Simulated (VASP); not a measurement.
Runs of VASP 6.6.1 on ReAs3Os2. The structure is that of space group P4mm (No. 99), or close to it. The cells are those of the table. 

```csv
task,cell,k mesh,cutoff (eV),gap on the mesh (eV),pressure (GPa),largest force (eV/Å)
single point,"a = 4.171, b = 4.171, c = 7.825 Å, 6 atoms",4 × 4 × 2,520,none,0.2,0.05
single point,"a = 4.141, b = 4.141, c = 7.902 Å, 6 atoms",10 × 10 × 6,520,none,0.2,0.06
single point,"a = 3.850, b = 3.850, c = 9.038 Å, 6 atoms",4 × 4 × 2,520,none,40.7,(a)
relaxation of cell and atoms,"relaxed from a = 3.850, b = 3.850, c = 9.038 Å, 6 atoms",4 × 4 × 2,600,none,0.0,0.03
```

Alike in all rows: level PBE; potentials or basis VASP PAW PBE potentials, release 64 (Re, As, Os); no spin polarisation; smearing gaussian 0.1 eV.

Q: Estimate the missing entries.

A: (a) 8.83.

Caveats: some runs use coarse meshes; spin-orbit coupling is left out, which moves the levels of the heavy elements; this functional lacks dispersion, which binds the layers, so the pressure and a relaxed spacing across them are unreliable (some runs); forces of over 1 eV/Å act on the atoms, so gaps and moduli don't describe the material at rest (some runs).

A k mesh can miss the band edges, and the runs leave out spin-orbit coupling on As, Os, Re.

A gap of «none» marks levels without a gap at the run's occupations.
